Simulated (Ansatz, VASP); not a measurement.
FeCo3: VASP beside Ansatz

INCAR

```
ALGO = Fast
EDIFF = 1E-6
ENCUT = 520
GGA = PS
ISIF = 2
ISMEAR = 0
ISPIN = 2
LASPH = True
LCHARG = False
LMAXMIX = 4
LORBIT = 11
LREAL = False
LWAVE = False
MAGMOM = 2.89 1.87 1.87 1.87
NBANDS = 30
NELM = 150
PREC = Accurate
SIGMA = 0.1
```

KPOINTS

```
k-points
0
Gamma
  12 12 12
```

File POSCAR:

```
FeCo3
1.0
    3.5357026200      0.0000000000      0.0000000000
    0.0000000000      3.5357026200      0.0000000000
    0.0000000000      0.0000000000      3.5357026200
Fe Co
1 3
Direct
    0.0000000000      0.0000000000      0.0000000000
    0.5000000000      0.5000000000      0.0000000000
    0.5000000000      0.0000000000      0.5000000000
    0.0000000000      0.5000000000      0.5000000000
```

Input for Ansatz:

```yaml
crystal:
  lattice:
    - [3.53570262, 0.0, 0.0]
    - [0.0, 3.53570262, 0.0]
    - [0.0, 0.0, 3.53570262]
  atoms:
    - { symbol: Fe, position: [0.0, 0.0, 0.0], spin: 2.89 }
    - { symbol: Co, position: [0.5, 0.5, 0.0], spin: 1.87 }
    - { symbol: Co, position: [0.5, 0.0, 0.5], spin: 1.87 }
    - { symbol: Co, position: [0.0, 0.5, 0.5], spin: 1.87 }
basis:
  ecutwfc: 420
kpoints:
  mp_grid: { grid: [12, 12, 12] }
hamiltonian:
  xc: pbesol
scf:
  occupations: { method: gaussian, width: 0.1 }
output:
  forces: true
  stress: true
  eigenvalues: true
  populations: true
  write_density: true
  write_potential: true
  elf: true
  volumetric_format: npy
magnetization:
  spin_polarized: true
```

Alike in both runs: task single point; functional PBEsol; k mesh 12 × 12 × 12; occupations gaussian, width 0.1 eV; collinear spin.

|  | VASP | Ansatz |
| --- | --- | --- |
| version | VASP 6.6.1 | Ansatz 0.2.0 |
| potentials or method | VASP PAW PBE potentials, release 64 (Fe, Co), cutoff 520 eV | scalar-relativistic, plane waves, PAW |
| valence electrons in the cell | 35 | 67 |

VASP gave:

| Quantity | Value |
| --- | --- |
| gap on the k mesh at the Fermi level (eV) | none |
| pressure (GPa) | -9.0 |
| net moment per atom (μB) | 1.84 |
| size of the moment on the site where the two differ most (μB) | 1.60 |

Question: Estimate Ansatz's values.

Answer: gap on the k mesh at the Fermi level (eV): none; pressure (GPa): -8.5; net moment per atom (μB): 1.84; size of the moment on the site where the two differ most (μB): 1.66.

VASP's potentials were made for PBE, not for PBEsol. Site moments also hang on the region over which each program counts them. A gap of «none» marks a metal or a gap that the smearing closes. The functional is the same, so the differences come from potentials, cutoffs and numerics. VASP's potentials hold 35 valence electrons a cell and Ansatz's 67, so a difference there can come from the potentials and not from the codes.
